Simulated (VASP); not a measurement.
# PbS (P-6m2) in VASP: further runs, part 2 of 2

VASP 6.6.1. The steps go on from the part before.

## Step 4: Single point, LDA

This run uses another cell than the first one, of 27.44 Å³/atom, 1.020 times its volume.

INCAR

```
SYSTEM = PbS
PREC     = Accurate       ! precision mode
ENCUT    = 520            ! plane-wave cutoff, eV
EDIFF    = 1E-7           ! SCF threshold, eV
ISMEAR   = -1             ! smearing method
SIGMA    = 0.05           ! smearing width, eV
LREAL    = .False.        ! projectors in reciprocal space
LASPH    = .True.         ! aspherical terms in the spheres
NELM     = 100            ! most SCF steps
ALGO     = Normal         ! electronic algorithm
ISIF     = 2              ! what is computed and relaxed
LWAVE    = .False.        ! write WAVECAR
LCHARG   = .True.         ! write CHGCAR
LELF     = .True.         ! ELF
LVHAR    = .True.       
NBANDS   = 17             ! bands
```

KPOINTS

```
Automatic mesh
0
Gamma
  8 8 7
  0 0 0
```

POSCAR

```
PbS
1.0
    4.0896976867      0.0000000000      0.0000000000
   -2.0448488433      3.5417820905      0.0000000000
    0.0000000000      0.0000000000      3.7881670000
Pb S
1 1
Direct
    0.0000000000      0.0000000000      0.0000000000
    0.6666666667      0.3333333333      0.5000000000
```

Potentials or basis: VASP PAW LDA potentials, release 64 (Pb_d, S).

Command:

```console
> cat potpaw_LDA.64/Pb_d/POTCAR potpaw_LDA.64/S/POTCAR > POTCAR
> mpirun -np 1 vasp_std > vasp.out
```

OUTCAR:

```text
SYSTEM = PbS
   PREC = Accurate
   ENCUT = 520
   EDIFF = 1E-7
   ISMEAR = -1
   LREAL = .False.
   LASPH = .True.
   NELM = 100
   ISIF = 2

 ion  position               nearest neighbor table
   1  0.000  0.000  0.000-   2 3.03   2 3.03   2 3.03   2 3.03   2 3.03   2 3.03
   2  0.667  0.333  0.500-   1 3.03   1 3.03   1 3.03   1 3.03   1 3.03   1 3.03

  LATTYP: Found a hexagonal cell.
 ALAT       =     4.0896976867
 C/A-ratio  =     0.9262706660

  Lattice vectors:

 A1 = (   4.0896976867,   0.0000000000,   0.0000000000)
 A2 = (  -2.0448488433,   3.5417820905,   0.0000000000)
 A3 = (   0.0000000000,   0.0000000000,   3.7881670000)

Analysis of symmetry for initial positions (statically):
=====================================================================
 Subroutine PRICEL returns:
 Original cell was already a primitive cell.

 Routine SETGRP: Setting up the symmetry group for a
 hexagonal supercell.

 Subroutine GETGRP returns: Found 12 space group operations
 (whereof 12 operations were pure point group operations)
 out of a pool of 24 trial point group operations.

The static configuration has the point symmetry D_3h.

Analysis of symmetry for dynamics (positions and initial velocities):
=====================================================================
 Subroutine PRICEL returns:
 Original cell was already a primitive cell.

 Routine SETGRP: Setting up the symmetry group for a
 hexagonal supercell.

 Subroutine GETGRP returns: Found 12 space group operations
 (whereof 12 operations were pure point group operations)
 out of a pool of 24 trial point group operations.

The dynamic configuration has the point symmetry D_3h.

 Subroutine INISYM returns: Found 12 space group operations
 (whereof 12 operations are pure point group operations),
 and found     1 'primitive' translations

[... 101 lines left out ...]
   ISYM   =      2    0-nonsym 1-usesym 2-fastsym
   POTIM  = 0.5000    time-step for ionic-motion
   TEBEG  =    0.0;   TEEND  =   0.0 temperature during run
   PSTRESS=    0.0 pullay stress
   NELECT =      20.0000    total number of electrons
   NUPDOWN=      -1.0000    fix difference up-down
   EMIN   =  10.00;   EMAX   =-10.00  energy-range for DOS
   EFERMI =   0.00;   METHOD = LEGACY
   ISMEAR =    -1;   SIGMA  =   0.05  broadening in eV -4-tet -1-fermi 0-gaus
   EFERMI_NEDOS =   21; number of points for ismear=-14 and -15
   IALGO  =     38    algorithm
   IMIX   =      4    mixing-type and parameters
     AMIX     =   0.40;   BMIX     =  1.00
     AMIX_MAG =   1.60;   BMIX_MAG =  1.00
  volume/ion in A,a.u.               =      27.44       185.14
  Fermi-wavevector in a.u.,A,eV,Ry     =   1.169421  2.209885 18.606576  1.367545
  Thomas-Fermi vector in A             =   2.305894
   LORBIT       =      0    0 simple, 1 ext, 2 COOP (PROOUT), +10 PAW based schemes
   GGA     = CA    functional components
   LHFCALC =     F    Hartree Fock is set to
   AEXX    =    0.0000 exact exchange contribution
   IVDW    =     0    specifies the selected vdW correction
   LEPSILON=     F    determine dielectric tensor
   LRPA    =     F    only Hartree local field effects (RPA)
 non-spin polarized calculation
  energy-cutoff  :      520.00
  volume of cell :       54.87
 maximum number of plane-waves:      1502
   NGX = 15   NGY = 15   NGZ = 15

 number of electron      19.9999998 magnetization

 Free energy of the ion-electron system (eV)
  ---------------------------------------------------
  ext. energy  EPLUGINS =         0.00000000
  ---------------------------------------------------
  free energy    TOTEN  =        -9.68041805 eV

  energy without entropy =       -9.67808490  energy(sigma->0) =       -9.67925147

 E-fermi :   4.8780     XC(G=0):  -9.7903

 val. band max:        4.8623861463   @ k =   0.3750   0.2500   0.0000
 cond. band min:       4.9435258013   @ k =   0.3750   0.2500   0.4286
 fundamental gap:      0.0811396550
 Fermi energy:         4.8780358741

 k-point     1 :       0.0000    0.0000    0.0000
  band No.  band energies     occupation
      1     -11.8870      2.00000
      2     -11.8633      2.00000
      3     -11.8633      2.00000
      4     -11.7662      2.00000
      5     -11.7662      2.00000
      6      -8.1740      2.00000
[... 457 lines left out ...]
      4     -11.8017      2.00000
      5     -11.7766      2.00000
      6      -6.8406      2.00000
[... 9 lines left out ...]
     16      15.2982      0.00000
     17      16.8994      0.00000

 [... further k-points ...]
[... 5 lines left out ...]
  --------------------------------------------------------------------------------------
  -------------------------------------------------------------------------------------
  Total       -1.4256640     -1.4256640     -1.6283950     -0.0000000      0.0000000     -0.0000000
  in kB      -41.6280055    -41.6280055    -47.5475550     -0.0000000      0.0000000     -0.0000000
  external PRESSURE =     -43.6011887 kB  Pullay stress =       0.0000000 kB

 VOLUME and BASIS-vectors are now :
 -----------------------------------------------------------------------------
  energy-cutoff  :      520.00
  volume of cell :       54.87
      direct lattice vectors                 reciprocal lattice vectors
     4.089697687  0.000000000  0.000000000     0.244516851  0.141171870  0.000000000
    -2.044848843  3.541782090  0.000000000     0.000000000  0.282343740  0.000000000
     0.000000000  0.000000000  3.788167000     0.000000000  0.000000000  0.263979914

 POSITION                                       TOTAL-FORCE (eV/Angst)
 -----------------------------------------------------------------------------------
      0.00000      0.00000      0.00000         0.000000      0.000000      0.000000
      2.04485      1.18059      1.89408         0.000000      0.000000      0.000000
 -----------------------------------------------------------------------------------
    total drift:                               -0.000000      0.000000      0.000000

  FREE ENERGIE OF THE ION-ELECTRON SYSTEM (eV)
  ---------------------------------------------------
  free  energy   TOTEN  =        -9.6804180470 eV

  energy  without entropy=       -9.6780848959  energy(sigma->0) =       -9.67925147
```

OSZICAR:

```text
N       E                     dE             d eps       ncg     rms          rms(c)
DAV:   1     0.159628236266E+03    0.15963E+03   -0.96681E+03  1360   0.121E+03
DAV:   2     0.245158126700E+01   -0.15718E+03   -0.15100E+03  1442   0.315E+02
DAV:   3    -0.994116838169E+01   -0.12393E+02   -0.12283E+02  1759   0.932E+01
DAV:   4    -0.102504800230E+02   -0.30931E+00   -0.30904E+00  1766   0.164E+01
DAV:   5    -0.102620262503E+02   -0.11546E-01   -0.11545E-01  1987   0.306E+00    0.429E+00
DAV:   6    -0.970013065563E+01    0.56190E+00   -0.16572E+00  2108   0.848E+00    0.309E+00
DAV:   7    -0.968787847280E+01    0.12252E-01   -0.11599E-01  1619   0.172E+00    0.168E+00
DAV:   8    -0.968096268469E+01    0.69158E-02   -0.16930E-02  1695   0.110E+00    0.192E-01
DAV:   9    -0.968041049683E+01    0.55219E-03   -0.41158E-03  2125   0.411E-01    0.113E-01
DAV:  10    -0.968043088361E+01   -0.20387E-04   -0.39211E-04  1750   0.110E-01    0.740E-02
DAV:  11    -0.968041810121E+01    0.12782E-04   -0.55498E-05  1827   0.509E-02    0.848E-03
DAV:  12    -0.968041808100E+01    0.20210E-07   -0.32107E-06  1836   0.199E-02    0.316E-03
DAV:  13    -0.968041804703E+01    0.33972E-07   -0.48216E-07  1784   0.384E-03
   1 F= -.96804180E+01 E0= -.96792515E+01  d E =-.233315E-02
```

stdout:

```text
POSCAR found type information on POSCAR PbS
 POSCAR found :  2 types and       2 ions
 scaLAPACK will be used
 LDA part: xc-table for (Slater(with rela. corr.)+CA(PZ))
 , standard interpolation
 POSCAR, INCAR and KPOINTS ok, starting setup
 FFT: planning ... GRIDC
 FFT: planning ... GRID_SOFT
 FFT: planning ... GRID
 WAVECAR not read
 entering main loop
```

Wall time 13 s (1 thread of Intel Xeon 6975P-C (Granite Rapids), shared host); peak memory 0.16 GiB.

What came out:

* Free energy: -9.6804 eV
* Pressure: -4.4 GPa
* Band gap on the k mesh: 0.08 eV, indirect (least direct gap 1.56 eV)

Stress tensor (GPa, compression positive):
```
-4.16  0.00  0.00
 0.00 -4.16  0.00
 0.00  0.00 -4.75
```

Caveat: spin-orbit coupling is left out, which moves the levels of the heavy elements.

## Step 5: Summary

```tsv
level	potentials or basis	cell	pressure (GPa)
LDA	VASP PAW LDA potentials, release 64 (Pb_d, S)	a = 4.062, b = 4.062, c = 3.763 Å, angles 90.0, 90.0, 120.0°, 2 atoms	-3.5
PBEsol	VASP PAW PBE potentials, release 64 (Pb_d, S)	a = 4.062, b = 4.062, c = 3.763 Å, angles 90.0, 90.0, 120.0°, 2 atoms	-1.9
LDA	VASP PAW LDA potentials, release 64 (Pb_d, S)	a = 4.090, b = 4.090, c = 3.788 Å, angles 90.0, 90.0, 120.0°, 2 atoms	-4.4
```

Alike in all rows: task single point; no spin polarisation; k mesh 8 × 8 × 7; cutoff (eV) 520; smearing fermi-dirac 0.05 eV.

Caveats: spin-orbit coupling is left out, which moves the levels of the heavy elements; the PAW data sets were made with another functional, which shifts forces and pressure a little (some runs).

Absolute energies hang on the potentials; compare differences alone.
